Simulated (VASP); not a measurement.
# CdS (Fm-3m) in VASP: density of states with LDA

Aim: the density of states of CdS with LDA.

Everything below comes from runs of VASP 6.6.1. Logs are shortened: lines on timing, memory, paths and dates and some standing lists are left out, and cuts for length are marked.

## (1) The cell of the first run

It takes space group Fm-3m (No. 225, cubic). The conventional cell has a = 5.506 Å, b = 5.506 Å, c = 5.506 Å, α = 90.00°, β = 90.00°, γ = 90.00°. Cd (site symmetry m-3m) has 6 S at 2.75 Å within 3.6 Å. Within 3.6 Å of S (site symmetry m-3m) lie 6 Cd at 2.75 Å.

## (2) Density of states, LDA

File POSCAR:

```
CdS
1.0
    0.0000000000      2.7532440000      2.7532440000
    2.7532440000      0.0000000000      2.7532440000
    2.7532440000      2.7532440000      0.0000000000
Cd S
1 1
Direct
    0.0000000000      0.0000000000      0.0000000000
    0.5000000000      0.5000000000      0.5000000000
```

File INCAR.step1:

```
  ALGO = Normal
  EDIFF = 1E-6
  ENCUT = 400
  GGA_COMPAT = False
  ISIF = 2
  ISMEAR = -1
  LASPH = True
  LCHARG = True
  LORBIT = 11
  LREAL = False
  LWAVE = False
  NBANDS = 16
  NEDOS = 2001
  NELM = 120
  PREC = Accurate
  SIGMA = 0.1
```

File KPOINTS.step1:

```
k-points
0
Gamma
  6 6 6
```

File INCAR.step2:

```
  ALGO = Normal
  EDIFF = 1E-6
  ENCUT = 400
  GGA_COMPAT = False
  ICHARG = 11
  ISIF = 2
  ISMEAR = -5
  LASPH = True
  LCHARG = False
  LORBIT = 11
  LREAL = False
  LWAVE = False
  NBANDS = 16
  NEDOS = 2001
  NELM = 120
  PREC = Accurate
  SIGMA = 0.1
```

File KPOINTS.step2:

```
k-points
0
Gamma
  9 9 9
```

Potentials or basis: VASP PAW LDA potentials, release 64 (Cd, S).

Run with:

```
cat potpaw_LDA.64/Cd/POTCAR potpaw_LDA.64/S/POTCAR > POTCAR
cp INCAR.step1 INCAR
cp KPOINTS.step1 KPOINTS
mpirun -np 1 vasp_std > vasp.out
cp INCAR.step2 INCAR
cp KPOINTS.step2 KPOINTS
mpirun -np 1 vasp_std > vasp.out
```

OUTCAR:

```text
EDIFF = 1E-6
   ENCUT = 400
   ICHARG = 11
   ISIF = 2
   ISMEAR = -5
   LASPH = True
   LORBIT = 11
   LREAL = False
   NELM = 120
   PREC = Accurate

 ion  position               nearest neighbor table
   1  0.000  0.000  0.000-   2 2.75   2 2.75   2 2.75   2 2.75   2 2.75   2 2.75
   2  0.500  0.500  0.500-   1 2.75   1 2.75   1 2.75   1 2.75   1 2.75   1 2.75

  LATTYP: Found a face centered cubic cell.
 ALAT       =     5.5064880000

  Lattice vectors:

 A1 = (   0.0000000000,   2.7532440000,   2.7532440000)
 A2 = (   2.7532440000,   0.0000000000,   2.7532440000)
 A3 = (   2.7532440000,   2.7532440000,   0.0000000000)

Analysis of symmetry for initial positions (statically):
=====================================================================
 Subroutine PRICEL returns:
 Original cell was already a primitive cell.

 Routine SETGRP: Setting up the symmetry group for a
 face centered cubic supercell.

 Subroutine GETGRP returns: Found 48 space group operations
 (whereof 48 operations were pure point group operations)
 out of a pool of 48 trial point group operations.

The static configuration has the point symmetry O_h .

Analysis of symmetry for dynamics (positions and initial velocities):
=====================================================================
 Subroutine PRICEL returns:
 Original cell was already a primitive cell.

 Routine SETGRP: Setting up the symmetry group for a
 face centered cubic supercell.

 Subroutine GETGRP returns: Found 48 space group operations
 (whereof 48 operations were pure point group operations)
 out of a pool of 48 trial point group operations.

The dynamic configuration has the point symmetry O_h .

 Subroutine INISYM returns: Found 48 space group operations
 (whereof 48 operations are pure point group operations),
 and found     1 'primitive' translations

----------------------------------------------------------------------------------------

                                     Primitive cell

  volume of cell :      41.7411

  direct lattice vectors                    reciprocal lattice vectors
     0.000000000  2.753244000  2.753244000    -0.181603955  0.181603955  0.181603955
     2.753244000  0.000000000  2.753244000     0.181603955 -0.181603955  0.181603955
     2.753244000  2.753244000  0.000000000     0.181603955  0.181603955 -0.181603955

  length of vectors
     3.893675005  3.893675005  3.893675005     0.314547277  0.314547277  0.314547277

  position of ions in fractional coordinates (direct lattice)
     0.000000000  0.000000000  0.000000000
     0.500000000  0.500000000  0.500000000

  ion indices of the primitive-cell ions
   primitive index   ion index
                 1           1
                 2           2

----------------------------------------------------------------------------------------

 KPOINTS: k-points

Automatic generation of k-mesh.
 Grid dimensions read from file:
 generate k-points for:    9    9    9

 Generating k-lattice:

  Cartesian coordinates                     Fractional coordinates (reciprocal lattice)
    -0.020178217  0.020178217  0.020178217     0.111111111  0.000000000  0.000000000
     0.020178217 -0.020178217  0.020178217     0.000000000  0.111111111  0.000000000
     0.020178217  0.020178217 -0.020178217     0.000000000  0.000000000  0.111111111

  Length of vectors
     0.034949697  0.034949697  0.034949697

  Shift w.r.t. Gamma in fractional coordinates (k-lattice)
     0.000000000  0.000000000  0.000000000

 TETIRR: Found    115 inequivalent tetrahedra from     4374

 Subroutine IBZKPT returns following result:
 ===========================================

 Found     35 irreducible k-points:

 Following reciprocal coordinates:
            Coordinates               Weight
  0.000000  0.000000  0.000000      1.000000
  0.111111  0.000000  0.000000      8.000000
  0.222222  0.000000  0.000000      8.000000
  0.333333  0.000000  0.000000      8.000000
  0.444444  0.000000  0.000000      8.000000
  0.111111  0.111111  0.000000      6.000000
[... 16 lines left out ...]
 -0.333333  0.333333  0.000000     12.000000
  0.444444  0.444444  0.000000      6.000000
 [... further k-points ...]
   k-points           NKPTS =     35   k-points in BZ     NKDIM =     35   number of bands    NBANDS=     16
   number of dos      NEDOS =   2001   number of ions     NIONS =      2
   total plane-waves  NPLWV =  21952
   dimension x,y,z NGX =    28 NGY =   28 NGZ =   28
   dimension x,y,z NGXF=    56 NGYF=   56 NGZF=   56
   ions per type =               1   1
   NGX,Y,Z   is equivalent  to a cutoff of  11.95, 11.95, 11.95 a.u.
   NGXF,Y,Z  is equivalent  to a cutoff of  23.91, 23.91, 23.91 a.u.
 SYSTEM =  unknown system
   PREC   = accura    normal or accurate (medium, high low for compatibility)
   ISTART =      0    job   : 0-new  1-cont  2-samecut
   ICHARG =     11    charge: 1-file 2-atom 10-const
   ISPIN  =      1    spin polarized calculation?
   LNONCOLLINEAR =      F non collinear calculations
   LSORBIT =      F    spin-orbit coupling
   LASPH  =      T    aspherical Exc in radial PAW
   ENCUT  =  400.0 eV  29.40 Ry    5.42 a.u.   6.35  6.35  6.35*2*pi/ulx,y,z
   NELM   =    120;   NELMIN=  2; NELMDL=  0     # of ELM steps
   EDIFF  = 0.1E-05   stopping-criterion for ELM
   LREAL  =      F    real-space projection
   EDIFFG = 0.1E-04   stopping-criterion for IOM
   NSW    =      0    number of steps for IOM
   IBRION =     -1    ionic relax: 0-MD 1-quasi-New 2-CG
   NFREE  =      0    steps in history (QN), initial steepest desc. (CG)
   ISIF   =      2    stress and relaxation
   ISYM   =      2    0-nonsym 1-usesym 2-fastsym
   POTIM  = 0.5000    time-step for ionic-motion
   TEBEG  =    0.0;   TEEND  =   0.0 temperature during run
   PSTRESS=    0.0 pullay stress
   NELECT =      18.0000    total number of electrons
   NUPDOWN=      -1.0000    fix difference up-down
   EMIN   =  10.00;   EMAX   =-10.00  energy-range for DOS
   EFERMI =   0.00;   METHOD = LEGACY
   ISMEAR =    -5;   SIGMA  =   0.10  broadening in eV -4-tet -1-fermi 0-gaus
   EFERMI_NEDOS =   21; number of points for ismear=-14 and -15
   IALGO  =     38    algorithm
   IMIX   =      4    mixing-type and parameters
     AMIX     =   0.40;   BMIX     =  1.00
     AMIX_MAG =   1.60;   BMIX_MAG =  1.00
  volume/ion in A,a.u.               =      20.87       140.84
  Fermi-wavevector in a.u.,A,eV,Ry     =   1.236833  2.337275 20.813583  1.529755
  Thomas-Fermi vector in A             =   2.371425
   LORBIT       =     11    0 simple, 1 ext, 2 COOP (PROOUT), +10 PAW based schemes
   GGA     = CA    functional components
   LHFCALC =     F    Hartree Fock is set to
   AEXX    =    0.0000 exact exchange contribution
   IVDW    =     0    specifies the selected vdW correction
   LEPSILON=     F    determine dielectric tensor
   LRPA    =     F    only Hartree local field effects (RPA)
 non-spin polarized calculation
 Fermi weights with tetrahedron method with Bloechl corrections
  energy-cutoff  :      400.00
  volume of cell :       41.74
 maximum number of plane-waves:       771
 NGX is ok and might be reduce to    28

 number of electron      17.9999990 magnetization

 Free energy of the ion-electron system (eV)
  ---------------------------------------------------
  ext. energy  EPLUGINS =         0.00000000
  ---------------------------------------------------
  free energy    TOTEN  =        -7.19112473 eV

  energy without entropy =       -7.19112473  energy(sigma->0) =       -7.19112473

 E-fermi :   2.5571     XC(G=0): -10.6604

 val. band max:        2.5500326764   @ k =  -0.3333   0.1111   0.0000
 cond. band min:       2.7272184902   @ k =   0.4444   0.4444   0.0000
 fundamental gap:      0.1771858138
 Fermi energy:         2.5570712641

 k-point     1 :       0.0000    0.0000    0.0000
  band No.  band energies     occupation
      1     -10.1061      2.00000
      2      -5.0434      2.00000
      3      -5.0434      2.00000
      4      -5.0316      2.00000
      5      -5.0316      2.00000
      6      -5.0316      2.00000
[... 8 lines left out ...]
     15      13.5795      0.00000
     16      13.5795      0.00000

 k-point     2 :       0.1111    0.0000    0.0000
  band No.  band energies     occupation
      1     -10.0013      2.00000
      2      -5.0778      2.00000
      3      -5.0778      2.00000
      4      -5.0429      2.00000
      5      -5.0100      2.00000
      6      -5.0100      2.00000
[... 8 lines left out ...]
     15      12.6874      0.00000
     16      13.3782      0.00000

 k-point     3 :       0.2222    0.0000    0.0000
  band No.  band energies     occupation
      1      -9.7125      2.00000
      2      -5.1668      2.00000
      3      -5.1668      2.00000
      4      -5.0831      2.00000
      5      -4.9519      2.00000
      6      -4.9519      2.00000
[... 8 lines left out ...]
     15      13.0786      0.00000
     16      13.1418      0.00000

 k-point     4 :       0.3333    0.0000    0.0000
  band No.  band energies     occupation
      1      -9.3292      2.00000
      2      -5.2639      2.00000
      3      -5.2639      2.00000
      4      -5.1665      2.00000
      5      -4.8839      2.00000
      6      -4.8839      2.00000
[... 8 lines left out ...]
     15      14.1150      0.00000
     16      14.1150      0.00000

 k-point     5 :       0.4444    0.0000    0.0000
  band No.  band energies     occupation
      1      -9.0316      2.00000
      2      -5.3252      2.00000
      3      -5.3252      2.00000
      4      -5.2630      2.00000
      5      -4.8388      2.00000
      6      -4.8388      2.00000
[... 8 lines left out ...]
     15      15.2573      0.00000
     16      15.2573      0.00000

 k-point     6 :       0.1111    0.1111    0.0000
  band No.  band energies     occupation
      1      -9.9705      2.00000
      2      -5.1208      2.00000
      3      -5.0497      2.00000
      4      -5.0308      2.00000
      5      -5.0094      2.00000
      6      -5.0094      2.00000
[... 8 lines left out ...]
     15      14.5850      0.00000
     16      14.5850      0.00000
[... 267 lines left out ...]
 k-point    21 :       0.4444    0.3333    0.0000
  band No.  band energies     occupation
      1      -9.2307      2.00000
      2      -5.1572      2.00000
      3      -4.9993      2.00000
      4      -4.8576      2.00000
      5      -4.8020      2.00000
      6      -4.6084      2.00000
[... 8 lines left out ...]
     15      16.7041      0.00000
     16      17.5975      0.00000

 k-point    22 :      -0.4444    0.3333    0.0000
  band No.  band energies     occupation
      1      -9.1135      2.00000
      2      -5.1445      2.00000
      3      -5.0880      2.00000
      4      -4.8957      2.00000
      5      -4.7951      2.00000
      6      -4.4372      2.00000
[... 8 lines left out ...]
     15      15.8510      0.00000
     16      17.6556      0.00000

 k-point    23 :      -0.3333    0.3333    0.0000
  band No.  band energies     occupation
      1      -9.0490      2.00000
      2      -5.1894      2.00000
      3      -5.1465      2.00000
      4      -4.9675      2.00000
      5      -4.8238      2.00000
      6      -4.5590      2.00000
[... 8 lines left out ...]
     15      14.6283      0.00000
     16      17.9000      0.00000

 k-point    24 :       0.4444    0.4444    0.0000
  band No.  band energies     occupation
      1      -9.2299      2.00000
      2      -5.1820      2.00000
      3      -4.9398      2.00000
      4      -4.7772      2.00000
      5      -4.7772      2.00000
      6      -4.2782      2.00000
[... 8 lines left out ...]
     15      16.7597      0.00000
     16      17.3957      0.00000

 [... further k-points ...]

------------------------ aborting loop because EDIFF is reached ----------------------------------------

  FORCE on cell =-STRESS in cart. coord.  units (eV):
  Direction    XX          YY          ZZ          XY          YZ          ZX
  --------------------------------------------------------------------------------------
  -------------------------------------------------------------------------------------
  Total       -1.7966456     -1.7966456     -1.7966456      0.0000000      0.0000000      0.0000000
  in kB      -68.9618490    -68.9618490    -68.9618490      0.0000000      0.0000000      0.0000000
  external PRESSURE =     -68.9618490 kB  Pullay stress =       0.0000000 kB

 VOLUME and BASIS-vectors are now :
 -----------------------------------------------------------------------------
  energy-cutoff  :      400.00
  volume of cell :       41.74
      direct lattice vectors                 reciprocal lattice vectors
     0.000000000  2.753244000  2.753244000    -0.181603955  0.181603955  0.181603955
     2.753244000  0.000000000  2.753244000     0.181603955 -0.181603955  0.181603955
     2.753244000  2.753244000  0.000000000     0.181603955  0.181603955 -0.181603955

 POSITION                                       TOTAL-FORCE (eV/Angst)
 -----------------------------------------------------------------------------------
      0.00000      0.00000      0.00000         0.000000      0.000000     -0.000000
      2.75324      2.75324      2.75324        -0.000000      0.000000      0.000000
 -----------------------------------------------------------------------------------
    total drift:                                0.000000      0.000000      0.000000

  FREE ENERGIE OF THE ION-ELECTRON SYSTEM (eV)
  ---------------------------------------------------
  free  energy   TOTEN  =        -7.1911247330 eV

  energy  without entropy=       -7.1911247330  energy(sigma->0) =       -7.19112473

 total charge

# of ion       s       p       d       tot
------------------------------------------
    1        0.389   0.245   9.565  10.200
    2        1.342   2.337   0.000   3.679
--------------------------------------------------
tot          1.732   2.583   9.565  13.879
```

It took 22 s on 1 thread of Intel Xeon 6975P-C, shared host; peak memory 0.14 GiB.

Results:

| Quantity | Value |
| --- | --- |
| Valence electrons inside the program's atomic spheres | Cd 10.20; S 3.68 |

Levels at points of the mesh, in eV from the valence-band top:
```
           k point  band 5  band 6  band 7  band 8  band 9  band 10  band 11  band 12  band 13  band 14
(0.00, 0.00, 0.00)   -7.58   -7.58   -0.72   -0.72   -0.72     0.61     9.17     9.17     9.17    11.03
```
